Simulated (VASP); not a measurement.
# Si (a cell with a defect) in VASP: a series of runs

Runs on Si (a cell with a defect). Level: PBE. Tasks: relaxation of the atoms, single point.

All numbers are computed with VASP 6.6.1; they aren't measurements. Logs are shortened: lines on timing, memory, paths and dates and some standing lists are left out, and cuts for length are marked.

**1. The cell of the first run**

The cell holds a defect, 31 atoms: a = 9.474 Å, b = 9.474 Å, c = 9.474 Å, α = 109.47°, β = 109.47°, γ = 109.47°.

**2. Relaxation of the atoms, PBE (atoms taken out)**

INCAR

```
SYSTEM = Si
PREC = Accurate
ENCUT = 450
EDIFF = 1E-7
ISMEAR = 0
SIGMA = 0.02
LREAL = Auto
LASPH = .True.
NELM = 120
ALGO = Normal
ISIF = 2
LWAVE = .False.
LCHARG = .False.
GGA = PE
IBRION = 2
NSW = 80
EDIFFG = -0.02
GGA_COMPAT = .False.
NELMIN = 4
```

KPOINTS

```
Automatic mesh
0
Gamma
  2 2 2
  0.5 0.5 0.5
```

POSCAR

```
Si
1.0
   -5.4696767048      5.4696767048     -5.4696767048
    5.4696767048      5.4696767048      5.4696767048
    5.4696767048     -5.4696767048     -5.4696767048
Si
31
Direct
    0.2500000000      0.7500000000      0.5000000000
    0.0000000000      0.0000000000      0.7500000000
    0.5000000000      0.7500000000      0.5000000000
    0.7500000000      0.2500000000      0.7500000000
    0.2500000000      0.0000000000      0.5000000000
    0.5000000000      0.5000000000      0.7500000000
    0.0000000000      0.2500000000      0.5000000000
    0.7500000000      0.7500000000      0.2500000000
    0.5000000000      0.0000000000      0.2500000000
    0.7500000000      0.5000000000      0.5000000000
    0.0000000000      0.7500000000      0.0000000000
    0.2500000000      0.2500000000      0.2500000000
    0.0000000000      0.5000000000      0.2500000000
    0.7500000000      0.0000000000      0.0000000000
    0.5000000000      0.2500000000      0.0000000000
    0.2500000000      0.5000000000      0.0000000000
    0.2500000000      0.5000000000      0.7500000000
    0.0000000000      0.7500000000      0.7500000000
    0.5000000000      0.5000000000      0.5000000000
    0.7500000000      0.0000000000      0.7500000000
    0.5000000000      0.2500000000      0.7500000000
    0.0000000000      0.0000000000      0.5000000000
    0.7500000000      0.5000000000      0.2500000000
    0.5000000000      0.7500000000      0.2500000000
    0.7500000000      0.2500000000      0.5000000000
    0.0000000000      0.5000000000      0.0000000000
    0.2500000000      0.0000000000      0.2500000000
    0.0000000000      0.2500000000      0.2500000000
    0.7500000000      0.7500000000      0.0000000000
    0.5000000000      0.0000000000      0.0000000000
    0.2500000000      0.2500000000      0.0000000000
```

Potentials or basis: VASP PAW PBE potentials, release 64 (Si).

The run is started by

```sh
$ cat potpaw_PBE.64/Si/POTCAR > POTCAR
$ mpirun -np 1 vasp_std > vasp.out
```

OUTCAR:

```text
SYSTEM = Si
   PREC = Accurate
   ENCUT = 450
   EDIFF = 1E-7
   ISMEAR = 0
   LREAL = Auto
   LASPH = .True.
   NELM = 120
   ISIF = 2
   GGA = PE
   IBRION = 2
   NSW = 80
   EDIFFG = -0.02
   NELMIN = 4

 ion  position               nearest neighbor table
   1  0.250  0.750  0.500-   3 2.37   5 2.37  13 2.37
   2  0.000  0.000  0.750-  18 2.37  20 2.37  22 2.37  31 2.37
   3  0.500  0.750  0.500-   1 2.37  19 2.37  20 2.37  24 2.37
   4  0.750  0.250  0.750-  20 2.37  21 2.37  25 2.37  26 2.37
   5  0.250  0.000  0.500-   1 2.37  21 2.37  22 2.37  27 2.37
   6  0.500  0.500  0.750-  17 2.37  19 2.37  21 2.37  29 2.37
   7  0.000  0.250  0.500-  17 2.37  22 2.37  25 2.37  28 2.37
   8  0.750  0.750  0.250-  22 2.37  23 2.37  24 2.37  29 2.37
   9  0.500  0.000  0.250-  24 2.37  25 2.37  27 2.37  30 2.37
  10  0.750  0.500  0.500-  18 2.37  19 2.37  23 2.37  25 2.37
  11  0.000  0.750  0.000-  18 2.37  26 2.37  27 2.37  29 2.37
  12  0.250  0.250  0.250-  19 2.37  27 2.37  28 2.37  31 2.37
  13  0.000  0.500  0.250-   1 2.37  23 2.37  26 2.37  28 2.37
  14  0.750  0.000  0.000-  20 2.37  28 2.37  29 2.37  30 2.37
  15  0.500  0.250  0.000-  21 2.37  23 2.37  30 2.37  31 2.37
  16  0.250  0.500  0.000-  17 2.37  24 2.37  26 2.37  31 2.37
  17  0.250  0.500  0.750-   6 2.37   7 2.37  16 2.37
  18  0.000  0.750  0.750-   2 2.37  10 2.37  11 2.37
  19  0.500  0.500  0.500-   3 2.37   6 2.37  10 2.37  12 2.37
  20  0.750  0.000  0.750-   2 2.37   3 2.37   4 2.37  14 2.37
  21  0.500  0.250  0.750-   4 2.37   5 2.37   6 2.37  15 2.37
  22  0.000  0.000  0.500-   2 2.37   5 2.37   7 2.37   8 2.37
  23  0.750  0.500  0.250-   8 2.37  10 2.37  13 2.37  15 2.37
  24  0.500  0.750  0.250-   3 2.37   8 2.37   9 2.37  16 2.37
  25  0.750  0.250  0.500-   4 2.37   7 2.37   9 2.37  10 2.37
  26  0.000  0.500  0.000-   4 2.37  11 2.37  13 2.37  16 2.37
  27  0.250  0.000  0.250-   5 2.37   9 2.37  11 2.37  12 2.37
  28  0.000  0.250  0.250-   7 2.37  12 2.37  13 2.37  14 2.37
  29  0.750  0.750  0.000-   6 2.37   8 2.37  11 2.37  14 2.37
  30  0.500  0.000  0.000-   9 2.37  14 2.37  15 2.37
  31  0.250  0.250  0.000-   2 2.37  12 2.37  15 2.37  16 2.37

  LATTYP: Found a body centered cubic cell.
 ALAT       =    10.9393534096

  Lattice vectors:

 A1 = (  -5.4696767048,   5.4696767048,  -5.4696767048)
 A2 = (   5.4696767048,   5.4696767048,   5.4696767048)
 A3 = (   5.4696767048,  -5.4696767048,  -5.4696767048)

Analysis of symmetry for initial positions (statically):
=====================================================================
 Subroutine PRICEL returns:
 Original cell was already a primitive cell.

 Routine SETGRP: Setting up the symmetry group for a
 body centered cubic supercell.

 Subroutine GETGRP returns: Found 24 space group operations
 (whereof  2 operations were pure point group operations)
 out of a pool of 48 trial point group operations.

The static configuration has the point symmetry C_1h.
 The point group associated with its full space group is T_d .

Analysis of symmetry for dynamics (positions and initial velocities):
=====================================================================
 Subroutine PRICEL returns:
 Original cell was already a primitive cell.

 Routine SETGRP: Setting up the symmetry group for a
 body centered cubic supercell.

 Subroutine GETGRP returns: Found 24 space group operations
 (whereof  2 operations were pure point group operations)
 out of a pool of 48 trial point group operations.

The dynamic configuration has the point symmetry C_1h.
 The point group associated with its full space group is T_d .

 Subroutine INISYM returns: Found 24 space group operations
 (whereof  2 operations are pure point group operations),
 and found     1 'primitive' translations

----------------------------------------------------------------------------------------

                                     Primitive cell

  volume of cell :     654.5532

  direct lattice vectors                    reciprocal lattice vectors
    -5.469676705  5.469676705 -5.469676705     0.000000000  0.091413081 -0.091413081
     5.469676705  5.469676705  5.469676705     0.091413081  0.091413081  0.000000000
     5.469676705 -5.469676705 -5.469676705     0.091413081  0.000000000 -0.091413081

  length of vectors
     9.473757954  9.473757954  9.473757954     0.129277619  0.129277619  0.129277619

[... 74 lines left out ...]

 Generating k-lattice:

  Cartesian coordinates                     Fractional coordinates (reciprocal lattice)
     0.000000000  0.045706541 -0.045706541     0.500000000  0.000000000  0.000000000
     0.045706541  0.045706541  0.000000000     0.000000000  0.500000000  0.000000000
     0.045706541  0.000000000 -0.045706541     0.000000000  0.000000000  0.500000000

  Length of vectors
     0.064638810  0.064638810  0.064638810

  Shift w.r.t. Gamma in fractional coordinates (k-lattice)
     0.500000000  0.500000000  0.500000000

 Subroutine IBZKPT returns following result:
 ===========================================

 Found      2 irreducible k-points:

 Following reciprocal coordinates:
            Coordinates               Weight
  0.250000  0.250000  0.250000      2.000000
 -0.250000  0.250000  0.250000      6.000000
   k-points           NKPTS =      2   k-points in BZ     NKDIM =      2   number of bands    NBANDS=     78
   number of dos      NEDOS =    301   number of ions     NIONS =     31
   total plane-waves  NPLWV = 343000
   dimension x,y,z NGX =    70 NGY =   70 NGZ =   70
   dimension x,y,z NGXF=   140 NGYF=  140 NGZF=  140
   ions per type =              31
   NGX,Y,Z   is equivalent  to a cutoff of  12.28, 12.28, 12.28 a.u.
   NGXF,Y,Z  is equivalent  to a cutoff of  24.57, 24.57, 24.57 a.u.
 SYSTEM =  Si
   PREC   = accura    normal or accurate (medium, high low for compatibility)
   ISTART =      0    job   : 0-new  1-cont  2-samecut
   ICHARG =      2    charge: 1-file 2-atom 10-const
   ISPIN  =      1    spin polarized calculation?
   LNONCOLLINEAR =      F non collinear calculations
   LSORBIT =      F    spin-orbit coupling
   LASPH  =      T    aspherical Exc in radial PAW
   ENCUT  =  450.0 eV  33.07 Ry    5.75 a.u.  16.39 16.39 16.39*2*pi/ulx,y,z
   NELM   =    120;   NELMIN=  4; NELMDL= -5     # of ELM steps
   EDIFF  = 0.1E-06   stopping-criterion for ELM
   LREAL  =      T    real-space projection
   EDIFFG = -.2E-01   stopping-criterion for IOM
   NSW    =     80    number of steps for IOM
   IBRION =      2    ionic relax: 0-MD 1-quasi-New 2-CG
   NFREE  =      1    steps in history (QN), initial steepest desc. (CG)
   ISIF   =      2    stress and relaxation
   ISYM   =      2    0-nonsym 1-usesym 2-fastsym
   POTIM  = 0.5000    time-step for ionic-motion
   TEBEG  =    0.0;   TEEND  =   0.0 temperature during run
   PSTRESS=    0.0 pullay stress
   NELECT =     124.0000    total number of electrons
   NUPDOWN=      -1.0000    fix difference up-down
   EMIN   =  10.00;   EMAX   =-10.00  energy-range for DOS
   EFERMI =   0.00;   METHOD = LEGACY
   ISMEAR =     0;   SIGMA  =   0.02  broadening in eV -4-tet -1-fermi 0-gaus
   EFERMI_NEDOS =   21; number of points for ismear=-14 and -15
   IALGO  =     38    algorithm
   IMIX   =      4    mixing-type and parameters
     AMIX     =   0.40;   BMIX     =  1.00
     AMIX_MAG =   1.60;   BMIX_MAG =  1.00
  volume/ion in A,a.u.               =      21.11       142.49
  Fermi-wavevector in a.u.,A,eV,Ry     =   0.940229  1.776776 12.027971  0.884031
  Thomas-Fermi vector in A             =   2.067620
   LORBIT       =      0    0 simple, 1 ext, 2 COOP (PROOUT), +10 PAW based schemes
   GGA     = PE    functional components
   LHFCALC =     F    Hartree Fock is set to
   AEXX    =    0.0000 exact exchange contribution
   IVDW    =     0    specifies the selected vdW correction
   LEPSILON=     F    determine dielectric tensor
   LRPA    =     F    only Hartree local field effects (RPA)
 conjugate gradient relaxation of ions
 non-spin polarized calculation
 Gauss-broadening in eV      SIGMA  =   0.02
  energy-cutoff  :      450.00
  volume of cell :      654.55
 maximum number of plane-waves:     14240
 NGX is ok and might be reduce to    70
   NGX = 33   NGY = 33   NGZ = 33

--------------------------------------- Ionic step        1  -------------------------------------------

 number of electron     124.0000009 magnetization

 Free energy of the ion-electron system (eV)
  ---------------------------------------------------
  ext. energy  EPLUGINS =         0.00000000
  ---------------------------------------------------
  free energy    TOTEN  =      -164.21960864 eV

  energy without entropy =     -164.20900836  energy(sigma->0) =     -164.21430850

------------------------ aborting loop because EDIFF is reached ----------------------------------------

  FORCE on cell =-STRESS in cart. coord.  units (eV):
  Direction    XX          YY          ZZ          XY          YZ          ZX
  --------------------------------------------------------------------------------------
  -------------------------------------------------------------------------------------
  Total       -2.6194973     -2.6194973     -2.6194973      0.0000000     -0.0000000      0.0000000
  in kB       -6.4118532     -6.4118532     -6.4118532      0.0000000     -0.0000000      0.0000000
  external PRESSURE =      -6.4118532 kB  Pullay stress =       0.0000000 kB
[... 507 lines left out ...]
--------------------------------------- Ionic step        9  -------------------------------------------

 number of electron     124.0000004 magnetization

 Free energy of the ion-electron system (eV)
  ---------------------------------------------------
  ext. energy  EPLUGINS =         0.00000000
  ---------------------------------------------------
  free energy    TOTEN  =      -164.26634411 eV

  energy without entropy =     -164.25574383  energy(sigma->0) =     -164.26104397

 E-fermi :   5.6142     XC(G=0):  -9.2207

 val. band max:        5.2588831084   @ k =  -0.2500   0.2500   0.2500
 cond. band min:       5.6279217388   @ k =  -0.2500   0.2500   0.2500
 fundamental gap:      0.3690386305
 Fermi energy:         5.6142406183

 k-point     1 :       0.2500    0.2500    0.2500
  band No.  band energies     occupation
      1      -5.6820      2.00000
      2      -5.6820      2.00000
      3      -5.6820      2.00000
      4      -5.4144      2.00000
      5      -3.8403      2.00000
      6      -3.8403      2.00000
[... 66 lines left out ...]
     73       7.0481      0.00000
     74       7.1059      0.00000

 k-point     2 :      -0.2500    0.2500    0.2500
  band No.  band energies     occupation
      1      -6.1370      2.00000
      2      -5.1670      2.00000
      3      -5.1577      2.00000
      4      -5.1576      2.00000
      5      -4.9512      2.00000
      6      -4.3477      2.00000
[... 66 lines left out ...]
     73       7.6557      0.00000
     74       7.7839      0.00000
 [bands above 74 left out]

------------------------ aborting loop because EDIFF is reached ----------------------------------------

  FORCE on cell =-STRESS in cart. coord.  units (eV):
  Direction    XX          YY          ZZ          XY          YZ          ZX
  --------------------------------------------------------------------------------------
  -------------------------------------------------------------------------------------
  Total       -4.6479068     -4.6479068     -4.6479068      0.0000000      0.0000000      0.0000000
  in kB      -11.3768762    -11.3768762    -11.3768762      0.0000000      0.0000000      0.0000000
  external PRESSURE =     -11.3768762 kB  Pullay stress =       0.0000000 kB
[... 46 lines left out ...]
  FREE ENERGIE OF THE ION-ELECTRON SYSTEM (eV)
  ---------------------------------------------------
  free  energy   TOTEN  =      -164.2663441117 eV

  energy  without entropy=     -164.2557438341  energy(sigma->0) =     -164.26104397

 reached required accuracy - stopping structural energy minimisation
```

Run time: 9.2 min. Hardware: 1 thread of Intel Xeon 6975P-C (Granite Rapids), shared host; peak memory 0.73 GiB.

Results:

```yaml
Free_energy: -164.2663 eV
Energy_gained_by_relaxing: 1.5 meV/atom
Ionic_steps: 9
Pressure_after_relaxing: -1.1 GPa
Largest_force_after_relaxing: 0.013 eV/Å
Band_gap_on_the_k_mesh: zero (bands 62 and 63 overlap by 0.15 eV)
```

Forces in eV/Å, atoms in the order of the input:
```
Si   0.002 -0.002 -0.002
Si   0.007 -0.008  0.007
Si  -0.007  0.007  0.008
Si   0.000  0.000  0.000
Si  -0.008  0.007  0.007
Si  -0.007 -0.008 -0.007
Si  -0.007 -0.007 -0.008
Si   0.000  0.000  0.000
Si   0.007  0.008 -0.007
Si   0.008 -0.007  0.007
Si   0.007 -0.007  0.008
Si   0.000  0.000  0.000
Si  -0.007  0.008  0.007
Si   0.008  0.007 -0.007
Si   0.007  0.007 -0.008
Si  -0.008 -0.007 -0.007
Si   0.002  0.002  0.002
Si  -0.002  0.002 -0.002
Si  -0.009  0.003 -0.003
Si  -0.003  0.009 -0.003
Si   0.003  0.009  0.003
Si   0.003  0.003  0.009
Si  -0.003 -0.003  0.009
Si   0.003 -0.003 -0.009
Si  -0.003 -0.009  0.003
Si   0.003 -0.009 -0.003
Si   0.009 -0.003 -0.003
Si  -0.009 -0.003  0.003
Si  -0.003  0.003 -0.009
Si  -0.002 -0.002  0.002
Si   0.009  0.003  0.003
```

Step by step:
| step | energy change (eV) | largest force (eV/Å) | pressure (GPa) |
| --- | --- | --- | --- |
| 1 | 0.0000 | 0.1832 | -0.64 |
| 2 | -0.0166 | 0.1138 | -0.67 |
| 3 | -0.0187 | 0.1319 | -0.69 |
| 4 | -0.0268 | 0.1368 | -0.74 |
| 5 | -0.0316 | 0.1495 | -0.84 |
| 6 | -0.0382 | 0.1136 | -0.92 |
| 7 | -0.0459 | 0.0405 | -1.16 |
| 8 | -0.0459 | 0.0391 | -1.15 |
| 9 | -0.0467 | 0.0132 | -1.14 |

Final structure:
```cif
data_structure
_symmetry_space_group_name_H-M 'P 1'
_symmetry_Int_Tables_number 1
_cell_length_a 9.4738
_cell_length_b 9.4738
_cell_length_c 9.4738
_cell_angle_alpha 109.471
_cell_angle_beta 109.471
_cell_angle_gamma 109.471
_cell_volume 654.55
loop_
_atom_site_label
_atom_site_type_symbol
_atom_site_fract_x
_atom_site_fract_y
_atom_site_fract_z
_atom_site_occupancy
Si1 Si 0.25000 0.75000 0.50876 1
Si2 Si 0.00220 0.99802 0.75000 1
Si3 Si 0.49802 0.75000 0.50220 1
Si4 Si 0.75000 0.25000 0.75000 1
Si5 Si 0.25000 0.99802 0.50220 1
Si6 Si 0.49802 0.50220 0.75000 1
Si7 Si 0.00198 0.25417 0.50198 1
Si8 Si 0.75000 0.75000 0.25000 1
Si9 Si 0.49780 0.99780 0.24583 1
Si10 Si 0.75417 0.50198 0.50198 1
Si11 Si 0.00220 0.75000 0.99802 1
Si12 Si 0.25000 0.25000 0.25000 1
Si13 Si 0.00198 0.50198 0.25417 1
Si14 Si 0.74583 0.99780 0.99780 1
Si15 Si 0.49780 0.24583 0.99780 1
Si16 Si 0.25000 0.50220 0.99802 1
Si17 Si 0.25000 0.50876 0.75000 1
Si18 Si 0.00876 0.75000 0.75000 1
Si19 Si 0.50129 0.50104 0.50104 1
Si20 Si 0.75025 0.99896 0.75000 1
Si21 Si 0.49896 0.25025 0.75000 1
Si22 Si 0.00104 0.00129 0.50104 1
Si23 Si 0.74975 0.49871 0.24975 1
Si24 Si 0.49896 0.75000 0.25025 1
Si25 Si 0.74975 0.24975 0.49871 1
Si26 Si 0.00104 0.50104 0.00129 1
Si27 Si 0.25000 0.99896 0.25025 1
Si28 Si 0.99871 0.24975 0.24975 1
Si29 Si 0.75025 0.75000 0.99896 1
Si30 Si 0.49124 0.99124 0.99124 1
Si31 Si 0.25000 0.25025 0.99896 1
```

Caveat: the k points lie up to 0.41 Å⁻¹ apart; the cell differs from its parent crystal (atoms taken out).

[end of part 1 of 2]

The gap in the log of VASP goes by the Fermi energy; the results here count the filled bands.